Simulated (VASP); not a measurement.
Runs of VASP 6.6.1 on Fe. The structure is that of space group Pm-3m (No. 221), or close to it. The cells are those of the table. This isn't the form of Fe at room conditions, which is bcc.

| task | cell | k mesh | cutoff (eV) | gap on the mesh (eV) | pressure (GPa) | moment (μB) |
| --- | --- | --- | --- | --- | --- | --- |
| single point | a = 3.408 Å, angles 60.0°, 2 atoms | 12 × 12 × 12 | 520 | none | -0.4 | 0.00 |
| single point | a = 3.453 Å, angles 60.0°, 2 atoms | 13 × 13 × 13 | 520 | none | -3.2 | 0.00 |
| relaxation of cell and atoms | relaxed from a = 3.301 Å, angles 60.0°, 2 atoms | 12 × 12 × 12 | 600 | none | 0.0 | 0.00 |
| single point | a = 3.362 Å, angles 60.0°, 2 atoms | 13 × 13 × 13 | 520 | none | (a) | 0.00 |
| single point | a = 3.408 Å, angles 60.0°, 2 atoms | 18 × 18 × 18 | 520 | none | -0.4 | 0.00 |

Alike in all rows: level BLYP; potentials or basis VASP PAW PBE potentials, release 64 (Fe); spin collinear, antiferromagnetic start; smearing fermi-dirac 0.05 eV.

Problem. Estimate the missing entries.

Solution. (a) 2.7.

Caveats: the antiferromagnetic order is the one typed at the start, and another may lie lower; the PAW data sets were made with another functional, which shifts forces and pressure a little; the cell stands under tension (at least some runs).

A gap of «none» marks levels without a gap at the run's occupations.
